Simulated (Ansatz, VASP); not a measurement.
TiO2: VASP beside Ansatz

```
CELL_PARAMETERS angstrom
4.64340 0.00000 0.00000
0.00000 4.64340 0.00000
0.00000 0.00000 3.04290
ATOMIC_POSITIONS crystal
Ti 0.00000 0.00000 0.00000
Ti 0.50000 0.50000 0.50000
O 0.30510 0.30510 0.00000
O 0.19490 0.80510 0.50000
O 0.69490 0.69490 0.00000
O 0.80510 0.19490 0.50000
```

Alike in both runs: task single point; functional PBE; k mesh 6 × 6 × 10; occupations gaussian, width 0.05 eV; no spin polarisation.

|  | VASP | Ansatz |
| --- | --- | --- |
| version | VASP 6.6.1 | Ansatz 0.2.0 |
| potentials or method | VASP PAW PBE potentials, release 64 (Ti_sv, O), cutoff 520 eV | scalar-relativistic, plane waves, PAW |
| valence electrons in the cell | 48 | 48 |

Ansatz gave:

| Property | Result |
| --- | --- |
| gap on the k mesh at the Fermi level (eV) | 1.75 |
| least direct gap on the mesh (eV) | 1.75 |
| pressure (GPa) | -6.6 |
| traceless stress, the component that is largest in VASP (GPa) | -5.14 |
| rms of the force components (eV/Å) | 0.046 |

Question: Estimate VASP's values.

Answer: gap on the k mesh at the Fermi level (eV): 1.72; least direct gap on the mesh (eV): 1.72; pressure (GPa): -6.0; traceless stress, the component that is largest in VASP (GPa): -4.95; rms of the force components (eV/Å): 0.037.

Atom by atom the forces differ by 0.008 eV/Å (rms over components).
